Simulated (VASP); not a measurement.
# WSe2 (P6_3/mmc) in VASP: a series of runs

Runs on WSe2. Level: PBEsol. Tasks: relaxation of shape and atoms at fixed volume, relaxation of cell and atoms, single point.

Program: VASP 6.6.1. These are calculated values, not measurements. Logs are shortened: lines on timing, memory, paths and dates and some standing lists are left out, and cuts for length are marked.

**The experiment to reproduce.**

“Time-resolved XUV ARPES with tunable 24–33 eV laser pulses at 30 meV resolution”, 2019, pmc:6684652 reports, for a bulk crystal of WSe2: band gap 1.3 eV (indirect).

How close the calculation comes is told below.

### Step 1. The cell of the first run

Symmetry: P6_3/mmc, No. 194, hexagonal system. The conventional cell has a = 3.308 Å, b = 3.308 Å, c = 13.701 Å, α = 90.00°, β = 90.00°, γ = 120.00°. Within 3.4 Å of W (site symmetry -6m2) lie 6 Se at 2.55 Å and 6 W at 3.31 Å. Se (site symmetry 3m) has 3 W at 2.55 Å and 7 Se at 3.31 to 3.38 Å within 3.4 Å.

### Step 2. Relaxation of shape and atoms at fixed volume, PBEsol (21.64 Å³/atom)

INCAR reads:

```
PREC = Accurate
ENCUT = 600
EDIFF = 1E-6
ISMEAR = 0
SIGMA = 0.02
LREAL = False
LASPH = True
NELM = 100
ALGO = Normal
ISIF = 4
LWAVE = False
LCHARG = False
GGA = PS
IBRION = 2
NSW = 50
EDIFFG = -0.01
```

KPOINTS reads:

```
regular mesh
0
Gamma
  12 12 2
```

POSCAR reads:

```
WSe2
1.0
    3.3082826291      0.0000000000      0.0000000000
   -1.6541413146      2.8650567997      0.0000000000
    0.0000000000      0.0000000000     13.7010889211
W Se
2 4
Direct
    0.3333333333      0.6666666667      0.2500000000
    0.6666666667      0.3333333333      0.7500000000
    0.3333333333      0.6666666667      0.6267641375
    0.6666666667      0.3333333333      0.1267641375
    0.3333333333      0.6666666667      0.8732358625
    0.6666666667      0.3333333333      0.3732358625
```

Potentials or basis: VASP PAW PBE potentials, release 64 (W_sv, Se).

Run with:

```
$ cat potpaw_PBE.64/W_sv/POTCAR potpaw_PBE.64/Se/POTCAR > POTCAR
$ mpirun -np 1 vasp_std > vasp.out
```

OUTCAR:

```text
PREC = Accurate
   ENCUT = 600
   EDIFF = 1E-6
   ISMEAR = 0
   LREAL = False
   LASPH = True
   NELM = 100
   ISIF = 4
   GGA = PS
   IBRION = 2
   NSW = 50
   EDIFFG = -0.01

 ion  position               nearest neighbor table
   1  0.333  0.667  0.250-   4 2.55   6 2.55   4 2.55   6 2.55   4 2.55   6 2.55
   2  0.667  0.333  0.750-   3 2.55   5 2.55   3 2.55   5 2.55   3 2.55   5 2.55
   3  0.333  0.667  0.627-   2 2.55   2 2.55   2 2.55
   4  0.667  0.333  0.127-   1 2.55   1 2.55   1 2.55
   5  0.333  0.667  0.873-   2 2.55   2 2.55   2 2.55
   6  0.667  0.333  0.373-   1 2.55   1 2.55   1 2.55

  LATTYP: Found a hexagonal cell.
 ALAT       =     3.3082826291
 C/A-ratio  =     4.1414505522

  Lattice vectors:

 A1 = (   3.3082826291,   0.0000000000,   0.0000000000)
 A2 = (  -1.6541413146,   2.8650567997,   0.0000000000)
 A3 = (   0.0000000000,   0.0000000000,  13.7010889211)

Analysis of symmetry for initial positions (statically):
=====================================================================
 Subroutine PRICEL returns:
 Original cell was already a primitive cell.

 Routine SETGRP: Setting up the symmetry group for a
 hexagonal supercell.

 Subroutine GETGRP returns: Found 24 space group operations
 (whereof 12 operations were pure point group operations)
 out of a pool of 24 trial point group operations.

The static configuration has the point symmetry D_3d.
 The point group associated with its full space group is D_6h.

Analysis of symmetry for dynamics (positions and initial velocities):
=====================================================================
 Subroutine PRICEL returns:
 Original cell was already a primitive cell.

 Routine SETGRP: Setting up the symmetry group for a
 hexagonal supercell.

 Subroutine GETGRP returns: Found 24 space group operations
 (whereof 12 operations were pure point group operations)
 out of a pool of 24 trial point group operations.

The dynamic configuration has the point symmetry D_3d.
 The point group associated with its full space group is D_6h.

 Subroutine INISYM returns: Found 24 space group operations
 (whereof 12 operations are pure point group operations),
 and found     1 'primitive' translations

----------------------------------------------------------------------------------------

                                     Primitive cell

  volume of cell :     129.8646

  direct lattice vectors                    reciprocal lattice vectors
     3.308282629  0.000000000  0.000000000     0.302271635  0.174516610  0.000000000
    -1.654141315  2.865056800  0.000000000     0.000000000  0.349033220  0.000000000
     0.000000000  0.000000000 13.701088921     0.000000000  0.000000000  0.072986899

  length of vectors
     3.308282629  3.308282629 13.701088921     0.349033220  0.349033220  0.072986899

  position of ions in fractional coordinates (direct lattice)
     0.333333333  0.666666667  0.250000000
     0.666666667  0.333333333  0.750000000
     0.333333333  0.666666667  0.626764137
     0.666666667  0.333333333  0.126764137
     0.333333333  0.666666667  0.873235863
     0.666666667  0.333333333  0.373235863

  ion indices of the primitive-cell ions
   primitive index   ion index
                 1           1
                 2           2
                 3           3
                 4           4
                 5           5
                 6           6

----------------------------------------------------------------------------------------

 KPOINTS: regular mesh

Automatic generation of k-mesh.
 Grid dimensions read from file:
 generate k-points for:   12   12    2

 Generating k-lattice:

  Cartesian coordinates                     Fractional coordinates (reciprocal lattice)
     0.025189303  0.014543051  0.000000000     0.083333333  0.000000000  0.000000000
     0.000000000  0.029086102  0.000000000     0.000000000  0.083333333  0.000000000
     0.000000000  0.000000000  0.036493450     0.000000000  0.000000000  0.500000000

  Length of vectors
     0.029086102  0.029086102  0.036493450

  Shift w.r.t. Gamma in fractional coordinates (k-lattice)
     0.000000000  0.000000000  0.000000000

 Subroutine IBZKPT returns following result:
 ===========================================

 Found     38 irreducible k-points:

 Following reciprocal coordinates:
            Coordinates               Weight
  0.000000  0.000000  0.000000      1.000000
  0.083333  0.000000  0.000000      6.000000
  0.166667  0.000000  0.000000      6.000000
  0.250000  0.000000  0.000000      6.000000
  0.333333  0.000000  0.000000      6.000000
  0.416667  0.000000  0.000000      6.000000
[... 16 lines left out ...]
  0.250000  0.000000  0.500000      6.000000
  0.333333  0.000000  0.500000      6.000000
 [... further k-points ...]
   k-points           NKPTS =     38   k-points in BZ     NKDIM =     38   number of bands    NBANDS=     31
   number of dos      NEDOS =    301   number of ions     NIONS =      6
   total plane-waves  NPLWV =  87808
   dimension x,y,z NGX =    28 NGY =   28 NGZ =  112
   dimension x,y,z NGXF=    56 NGYF=   56 NGZF=  224
   ions per type =               2   4
   NGX,Y,Z   is equivalent  to a cutoff of  14.07, 14.07, 13.59 a.u.
   NGXF,Y,Z  is equivalent  to a cutoff of  28.14, 28.14, 27.18 a.u.
 SYSTEM =  unknown system
   PREC   = accura    normal or accurate (medium, high low for compatibility)
   ISTART =      0    job   : 0-new  1-cont  2-samecut
   ICHARG =      2    charge: 1-file 2-atom 10-const
   ISPIN  =      1    spin polarized calculation?
   LNONCOLLINEAR =      F non collinear calculations
   LSORBIT =      F    spin-orbit coupling
   LASPH  =      T    aspherical Exc in radial PAW
   ENCUT  =  600.0 eV  44.10 Ry    6.64 a.u.   6.61  6.61 27.36*2*pi/ulx,y,z
   NELM   =    100;   NELMIN=  2; NELMDL= -5     # of ELM steps
   EDIFF  = 0.1E-05   stopping-criterion for ELM
   LREAL  =      F    real-space projection
   EDIFFG = -.1E-01   stopping-criterion for IOM
   NSW    =     50    number of steps for IOM
   IBRION =      2    ionic relax: 0-MD 1-quasi-New 2-CG
   NFREE  =      1    steps in history (QN), initial steepest desc. (CG)
   ISIF   =      4    stress and relaxation
   ISYM   =      2    0-nonsym 1-usesym 2-fastsym
   POTIM  = 0.5000    time-step for ionic-motion
   TEBEG  =    0.0;   TEEND  =   0.0 temperature during run
   PSTRESS=    0.0 pullay stress
   NELECT =      52.0000    total number of electrons
   NUPDOWN=      -1.0000    fix difference up-down
   EMIN   =  10.00;   EMAX   =-10.00  energy-range for DOS
   EFERMI =   0.00;   METHOD = LEGACY
   ISMEAR =     0;   SIGMA  =   0.02  broadening in eV -4-tet -1-fermi 0-gaus
   EFERMI_NEDOS =   21; number of points for ismear=-14 and -15
   IALGO  =     38    algorithm
   IMIX   =      4    mixing-type and parameters
     AMIX     =   0.40;   BMIX     =  1.00
     AMIX_MAG =   1.60;   BMIX_MAG =  1.00
  volume/ion in A,a.u.               =      21.64       146.06
  Fermi-wavevector in a.u.,A,eV,Ry     =   1.206643  2.280226 19.809926  1.455988
  Thomas-Fermi vector in A             =   2.342305
   LORBIT       =      0    0 simple, 1 ext, 2 COOP (PROOUT), +10 PAW based schemes
   GGA     = PS    functional components
   LHFCALC =     F    Hartree Fock is set to
   AEXX    =    0.0000 exact exchange contribution
   IVDW    =     0    specifies the selected vdW correction
   LEPSILON=     F    determine dielectric tensor
   LRPA    =     F    only Hartree local field effects (RPA)
 conjugate gradient relaxation of ions
 non-spin polarized calculation
 Gauss-broadening in eV      SIGMA  =   0.02
  energy-cutoff  :      600.00
  volume of cell :      129.86
 maximum number of plane-waves:      4399
 NGX is ok and might be reduce to    28
   NGX = 13   NGY = 13   NGZ = 55

--------------------------------------- Ionic step        1  -------------------------------------------

 number of electron      52.0000000 magnetization

 Free energy of the ion-electron system (eV)
  ---------------------------------------------------
  ext. energy  EPLUGINS =         0.00000000
  ---------------------------------------------------
  free energy    TOTEN  =       -46.50234359 eV

  energy without entropy =      -46.50234359  energy(sigma->0) =      -46.50234359

------------------------ aborting loop because EDIFF is reached ----------------------------------------

  FORCE on cell =-STRESS in cart. coord.  units (eV):
  Direction    XX          YY          ZZ          XY          YZ          ZX
  --------------------------------------------------------------------------------------
  -------------------------------------------------------------------------------------
  Total       -2.9209137     -2.9209137     -3.2222869      0.0000000      0.0000000     -0.0000000
  in kB      -36.0361493    -36.0361493    -39.7542777      0.0000000      0.0000000     -0.0000000
  external PRESSURE =     -37.2755255 kB  Pullay stress =       0.0000000 kB
[... 185 lines left out ...]
  energy  without entropy=      -46.5337496036  energy(sigma->0) =      -46.53374960

--------------------------------------- Ionic step        6  -------------------------------------------

 number of electron      51.9999999 magnetization

 Free energy of the ion-electron system (eV)
  ---------------------------------------------------
  ext. energy  EPLUGINS =         0.00000000
  ---------------------------------------------------
  free energy    TOTEN  =       -46.53407933 eV

  energy without entropy =      -46.53407933  energy(sigma->0) =      -46.53407933

 E-fermi :   5.4249     XC(G=0): -10.4335

 val. band max:        5.1800173031   @ k =   0.0000   0.0000   0.0000
 cond. band min:       6.4522216240   @ k =   0.1667   0.1667   0.0000
 fundamental gap:      1.2722043208
 Fermi energy:         5.4248774543

 k-point     1 :       0.0000    0.0000    0.0000
  band No.  band energies     occupation
      1     -68.8550      2.00000
      2     -68.8550      2.00000
      3     -33.1111      2.00000
      4     -33.1111      2.00000
      5     -32.9700      2.00000
      6     -32.9700      2.00000
[... 805 lines left out ...]
     30       7.4550      0.00000
     31       8.4866      0.00000

 [... further k-points ...]

------------------------ aborting loop because EDIFF is reached ----------------------------------------

  FORCE on cell =-STRESS in cart. coord.  units (eV):
  Direction    XX          YY          ZZ          XY          YZ          ZX
  --------------------------------------------------------------------------------------
  -------------------------------------------------------------------------------------
  Total       -0.5134907     -0.5134907     -0.5105046      0.0000000      0.0000000     -0.0000000
  in kB       -6.3350824     -6.3350824     -6.2982417      0.0000000      0.0000000     -0.0000000
  external PRESSURE =      -6.3228021 kB  Pullay stress =       0.0000000 kB
[... 21 lines left out ...]
  FREE ENERGIE OF THE ION-ELECTRON SYSTEM (eV)
  ---------------------------------------------------
  free  energy   TOTEN  =       -46.5340793279 eV

  energy  without entropy=      -46.5340793279  energy(sigma->0) =      -46.53407933

 reached required accuracy - stopping structural energy minimisation
```

It took 6 min on 1 thread of Intel Xeon 6975P-C (Granite Rapids), shared host; peak memory 0.39 GiB.

What came out:

```yaml
Free_energy: -46.5341 eV
Energy_gained_by_relaxing: 5.3 meV/atom
Ionic_steps: 6
Pressure_after_relaxing: -0.6 GPa
Band_gap_on_the_k_mesh: 1.27 eV (least direct gap 1.60 eV)
```

Forces on the atoms (eV/Å):
```
W    0.000  0.000  0.000
W    0.000  0.000  0.000
Se   0.000  0.000 -0.003
Se   0.000  0.000 -0.003
Se   0.000  0.000  0.003
Se   0.000  0.000  0.003
```

The path:
```tsv
step	energy change (eV)	largest force (eV/Å)	pressure (GPa)	volume (Å³)
1	0.0000	0.4080	-3.73	129.86
2	-0.0172	0.0468	-2.10	129.86
3	-0.0172	0.0299	-2.04	129.86
4	-0.0265	0.0170	-1.48	129.86
5	-0.0314	0.0020	-0.84	129.86
6	-0.0317	0.0030	-0.63	129.86
```

Final structure:
```cif
data_structure
_symmetry_space_group_name_H-M 'P 1'
_symmetry_Int_Tables_number 1
_cell_length_a 3.2813
_cell_length_b 3.2813
_cell_length_c 13.9276
_cell_angle_alpha 90.000
_cell_angle_beta 90.000
_cell_angle_gamma 120.000
_cell_volume 129.86
loop_
_atom_site_label
_atom_site_type_symbol
_atom_site_fract_x
_atom_site_fract_y
_atom_site_fract_z
_atom_site_occupancy
W1 W 0.33333 0.66667 0.25000 1
W2 W 0.66667 0.33333 0.75000 1
Se1 Se 0.33333 0.66667 0.62978 1
Se2 Se 0.66667 0.33333 0.12978 1
Se3 Se 0.33333 0.66667 0.87022 1
Se4 Se 0.66667 0.33333 0.37022 1
```

Levels at points of the mesh, in eV from the valence-band top:
```
           k point  band 22  band 23  band 24  band 25  band 26  band 27  band 28  band 29  band 30  band 31
(0.00, 0.00, 0.00)    -1.27    -1.25    -1.25    -0.84     0.00     2.94     2.94     2.96     2.96     3.10
(0.50, 0.00, 0.00)    -2.22    -1.13    -1.08    -0.99    -0.89     2.41     2.42     2.61     2.86     3.28
(0.00, 0.00, 0.50)    -1.26    -1.26    -1.26    -0.24    -0.24     2.95     2.95     2.95     2.95     3.14
(0.50, 0.00, 0.50)    -2.27    -1.10    -1.10    -0.94    -0.94     2.41     2.41     2.75     2.75     3.59
```

Caveat: the PAW data sets were made with another functional, which shifts forces and pressure a little; spin-orbit coupling is left out, which moves the levels of the heavy elements; this functional lacks dispersion, which binds the layers, so the pressure and a relaxed spacing across them are unreliable. A k mesh can miss the band edges.

(Continued in part 2 of 4.)
